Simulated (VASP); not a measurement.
# Au (I4/mmm) in VASP: a series of runs, part 3 of 3

VASP 6.6.1. The steps go on from the part before.

**5. Single point, PBEsol (strain +0.030 along x and y, +0.015 along z)**

Input file INCAR:

```
SYSTEM = Au
PREC = Accurate ; ENCUT = 520
EDIFF = 1E-7 ; ISMEAR = 0
SIGMA = 0.15 ; LREAL = .False.
LASPH = .True. ; NELM = 60
ALGO = Fast ; ISIF = 2
LWAVE = .False. ; LCHARG = .True.
GGA = PS ; LELF = .True.
LVHAR = .True. ; NBANDS = 12
```

Input file KPOINTS:

```
Automatic mesh
0
Gamma
  20 20 20
  0 0 0
```

Input file POSCAR:

```
Au
1.0
   -1.7069870700      1.7069870700      1.6821280350
    1.7069870700     -1.7069870700      1.6821280350
    1.7069870700      1.7069870700     -1.6821280350
Au
1
Direct
    0.0000000000      0.0000000000      0.0000000000
```

Launch:

```bash
$ cat potpaw_PBE.64/Au/POTCAR > POTCAR
$ mpirun -np 1 vasp_std > vasp.out
```

It took 65 s on 1 thread of Intel Xeon Platinum 8488C (Sapphire Rapids), shared host; peak memory 0.26 GiB.

Results (log left out):

```yaml
Free_energy: -3.7528 eV
Pressure: -16.1 GPa
```

Stress tensor (GPa, compression positive):
```
-16.06   0.00   0.00
  0.00 -16.06   0.00
  0.00   0.00 -16.16
```

Levels at points of the mesh, in eV from the Fermi level:
```csv
k point,band 4,band 5,band 6,band 7,band 8,band 9
"(0.00, 0.00, 0.00)",-4.16,-2.68,-2.59,16.28,16.28,16.52
"(0.50, 0.00, 0.00)",-2.47,-1.44,-0.12,2.80,12.08,12.76
"(0.50, 0.50, 0.00)",-2.52,-1.45,-0.20,2.69,12.30,13.07
"(0.50, 0.50, 0.50)",-1.75,-1.72,5.94,5.94,6.33,8.06
```

Caveat: the cell differs from its parent crystal (strain +0.030 along x and y, +0.015 along z); the PAW data sets were made with another functional, which shifts forces and pressure a little; spin-orbit coupling is left out, which moves the levels of the heavy elements.

**6. Single point, PBEsol (strain -0.030 along x and y, -0.015 along z)**

Input file INCAR:

```
SYSTEM = Au
PREC = Accurate ; ENCUT = 520
EDIFF = 1E-6 ; ISMEAR = 0
SIGMA = 0.15 ; LREAL = .FALSE.
LASPH = .TRUE. ; NELM = 100
ALGO = Normal ; ISIF = 2
LWAVE = .FALSE. ; LCHARG = .TRUE.
GGA = PS ; LELF = .TRUE.
LVHAR = .TRUE. ; NBANDS = 12
```

Input file KPOINTS:

```
Automatic mesh
0
G
  20 20 20
  0 0 0
```

Input file POSCAR:

```
Au
1.0
   -1.6075509300      1.6075509300      1.6324099650
    1.6075509300     -1.6075509300      1.6324099650
    1.6075509300      1.6075509300     -1.6324099650
Au
1
Direct
    0.0000000000      0.0000000000      0.0000000000
```

Potentials or basis: VASP PAW PBE potentials, release 64 (Au).

Launch:

```bash
$ cat potpaw_PBE.64/Au/POTCAR > POTCAR
$ mpirun -np 1 vasp_std > vasp.out
```

OUTCAR:

```text
SYSTEM = Au
   PREC = Accurate
   ENCUT = 520
   EDIFF = 1E-6
   ISMEAR = 0
   LREAL = .FALSE.
   LASPH = .TRUE.
   NELM = 100
   ISIF = 2
   GGA = PS

 ion  position               nearest neighbor table
   1  0.000  0.000  0.000-

  LATTYP: Found a body centered tetragonal cell.
 ALAT       =     3.2151018600
 C/A-ratio  =     1.0154639175

  Lattice vectors:

 A1 = (  -1.6075509300,   1.6075509300,   1.6324099650)
 A2 = (   1.6075509300,  -1.6075509300,   1.6324099650)
 A3 = (   1.6075509300,   1.6075509300,  -1.6324099650)
[... 531 lines left out ...]
      4       6.2124      2.00000
      5       6.6835      2.00000
      6       7.0520      2.00000
      7      18.3817      0.00000
      8      23.1801      0.00000
      9      25.6356      0.00000
     10      29.8798      0.00000
     11      31.0526      0.00000
     12      32.6880      0.00000

 [... further k-points ...]
[... 5 lines left out ...]
  --------------------------------------------------------------------------------------
  -------------------------------------------------------------------------------------
  Total        0.1626439      0.1626439      0.1591511      0.0000000      0.0000000      0.0000000
  in kB       15.4429300     15.4429300     15.1112934      0.0000000      0.0000000      0.0000000
  external PRESSURE =      15.3323844 kB  Pullay stress =       0.0000000 kB

 VOLUME and BASIS-vectors are now :
 -----------------------------------------------------------------------------
  energy-cutoff  :      520.00
  volume of cell :       16.87
      direct lattice vectors                 reciprocal lattice vectors
    -1.607550930  1.607550930  1.632409965     0.000000000  0.311032136  0.306295606
     1.607550930 -1.607550930  1.632409965     0.311032136  0.000000000  0.306295606
     1.607550930  1.607550930 -1.632409965     0.311032136  0.311032136  0.000000000

 POSITION                                       TOTAL-FORCE (eV/Angst)
 -----------------------------------------------------------------------------------
      0.00000      0.00000      0.00000        -0.000000      0.000000      0.000000
 -----------------------------------------------------------------------------------
    total drift:                                0.000000      0.000000      0.000000

  FREE ENERGIE OF THE ION-ELECTRON SYSTEM (eV)
  ---------------------------------------------------
  free  energy   TOTEN  =        -3.9041611013 eV

  energy  without entropy=       -3.9018610582  energy(sigma->0) =       -3.90301108
```

OSZICAR:

```text
N       E                     dE             d eps       ncg     rms          rms(c)
DAV:   1     0.489435300155E+02    0.48944E+02   -0.56118E+03 15976   0.817E+02
DAV:   2    -0.357364673170E+01   -0.52517E+02   -0.49628E+02 18376   0.188E+02
DAV:   3    -0.425471412623E+01   -0.68107E+00   -0.68028E+00 18216   0.207E+01
DAV:   4    -0.425696393454E+01   -0.22498E-02   -0.22497E-02 17676   0.137E+00
DAV:   5    -0.425697973929E+01   -0.15805E-04   -0.15806E-04 18284   0.109E-01    0.956E+00
DAV:   6    -0.393141512807E+01    0.32556E+00   -0.89139E-01 16704   0.749E+00    0.592E+00
DAV:   7    -0.390736771580E+01    0.24047E-01   -0.75622E-02 17956   0.217E+00    0.289E+00
DAV:   8    -0.390417560053E+01    0.31921E-02   -0.16703E-03 17160   0.382E-01    0.307E-01
DAV:   9    -0.390415789426E+01    0.17706E-04   -0.97995E-06 17072   0.274E-02    0.995E-03
DAV:  10    -0.390416109201E+01   -0.31978E-05   -0.11577E-06 17252   0.859E-03    0.185E-03
DAV:  11    -0.390416110131E+01   -0.92949E-08   -0.53408E-08  8748   0.190E-03
   1 F= -.39041611E+01 E0= -.39030111E+01  d E =-.230004E-02
```

Run time: 51 s. Hardware: 1 thread of Intel Xeon Platinum 8488C (Sapphire Rapids), shared host; peak memory 0.25 GiB.

Results:

| Item | Value |
| --- | --- |
| Free energy | -3.9042 eV |
| Pressure | 1.5 GPa |

Caveat: the cell differs from its parent crystal (strain -0.030 along x and y, -0.015 along z); the PAW data sets were made with another functional, which shifts forces and pressure a little; spin-orbit coupling is left out, which moves the levels of the heavy elements.

**7. The runs side by side**

| cell | gap on the mesh (eV) | pressure (GPa) |
| --- | --- | --- |
| a = 2.914 Å, angles 108.3, 108.3, 111.9°, 1 atom | none | -13.9 |
| a = 2.928 Å, angles 108.7, 108.7, 111.1°, 1 atom | none | -15.1 |
| a = 2.928 Å, angles 109.9, 109.9, 108.7°, 1 atom | none | -15.1 |
| a = 2.942 Å, angles 109.1, 109.1, 110.3°, 1 atom | none | -16.1 |
| a = 2.799 Å, angles 109.9, 109.9, 108.6°, 1 atom | none | 1.5 |

Alike in all rows: task single point; level PBEsol; potentials or basis VASP PAW PBE potentials, release 64 (Au); no spin polarisation; k mesh 20 × 20 × 20; cutoff (eV) 520; smearing gaussian 0.15 eV.

Caveats: the PAW data sets were made with another functional, which shifts forces and pressure a little; spin-orbit coupling is left out, which moves the levels of the heavy elements.

Absolute energies hang on the potentials; compare differences alone.
